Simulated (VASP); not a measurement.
Wanted: the native input for a VASP 6.6.1 run.

| Item | Value |
| --- | --- |
| Task | single point |
| Functional | LDA |
| Potentials or basis | VASP PAW LDA potentials, release 64 (In_d, As) |
| Cutoff | 500 eV |
| k mesh | 12 × 12 × 12 |
| Occupations | gaussian, width 0.02 eV |
| Spin | no spin polarisation |
| Dipole correction | no |
| Further INCAR settings | ALGO = Normal; EDIFF = 1e-06; NBANDS = 16 |

The structure of InAs (zinc blende) lies in POSCAR:

```
InAs
1.0
    0.0000000000      2.9880625493      2.9880625493
    2.9880625493      0.0000000000      2.9880625493
    2.9880625493      2.9880625493      0.0000000000
In As
1 1
Direct
    0.0000000000      0.0000000000      0.0000000000
    0.2500000000      0.2500000000      0.2500000000
```

This cell differs from its parent crystal: volume scaled by 0.96.

One way to write it, as run:

INCAR

```
SYSTEM = InAs
  PREC = Accurate
  ENCUT = 500
  EDIFF = 1E-6
  ISMEAR = 0
  SIGMA = 0.02
  LREAL = .False.
  LASPH = .True.
  NELM = 120
  ALGO = Normal
  ISIF = 2
  LWAVE = .False.
  LCHARG = .True.
  GGA = CA
  LELF = .True.
  LVHAR = .True.
  NBANDS = 16
  GGA_COMPAT = .False.
```

KPOINTS

```
Automatic mesh
0
Gamma
  12 12 12
  0 0 0
```

Potentials or basis: VASP PAW LDA potentials, release 64 (In_d, As).

Command:

```console
$ cat potpaw_LDA.64/In_d/POTCAR potpaw_LDA.64/As/POTCAR > POTCAR
$ mpirun -np 1 vasp_std > vasp.out
```

It gave:

| Quantity | Value |
| --- | --- |
| Pressure | 1.8 GPa |
| Band gap on the k mesh | zero (filled and empty bands touch) |

Caveat: spin-orbit coupling is left out, which moves the levels of the heavy elements.

Wall time 53 s on 1 thread of Intel(R) Xeon(R) Platinum 8259CL CPU @ 2.50GHz (Skylake/Cascade Lake), on a shared host, peak memory 0.19 GiB.
